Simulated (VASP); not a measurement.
Input of a VASP 6.6.1 run:

Contents of INCAR:

```
SYSTEM = Ti
PREC = Accurate
ENCUT = 520
EDIFF = 1E-6
ISMEAR = 0
SIGMA = 0.1
LREAL = .False.
LASPH = .True.
NELM = 80
ALGO = Fast
ISIF = 2
LWAVE = .False.
LCHARG = .False.
GGA = PE
NBANDS = 25
```

File KPOINTS:

```
Automatic mesh
0
Gamma
  12 12 18
  0 0 0
```

POSCAR

```
Ti
1.0
    4.4421502130      0.0000000000      0.0000000000
   -2.2210751065      3.8470149319      0.0000000000
    0.0000000000      0.0000000000      2.8718636104
Ti
3
Direct
    0.0000000000      0.0000000000      0.0000000000
    0.3333333333      0.6666666667      0.5000000000
    0.6666666667      0.3333333333      0.5000000000
```

Potentials or basis: VASP PAW PBE potentials, release 64 (Ti_sv).

Command:

```sh
$ cat potpaw_PBE.64/Ti_sv/POTCAR > POTCAR
$ mpirun -np 1 vasp_std > vasp.out
```

(1) What does it give for the band gap on the k mesh?

(2) Predict the pressure.

Answers

(1) zero (bands 18 and 19 overlap by 0.47 eV).

(2) 5.2 GPa.

Caveat: the cell differs from its parent crystal (biaxial strain in the a-b plane: -3.0 %, then relaxed in part); the stress differs along the axes, from -0 to 8 GPa.
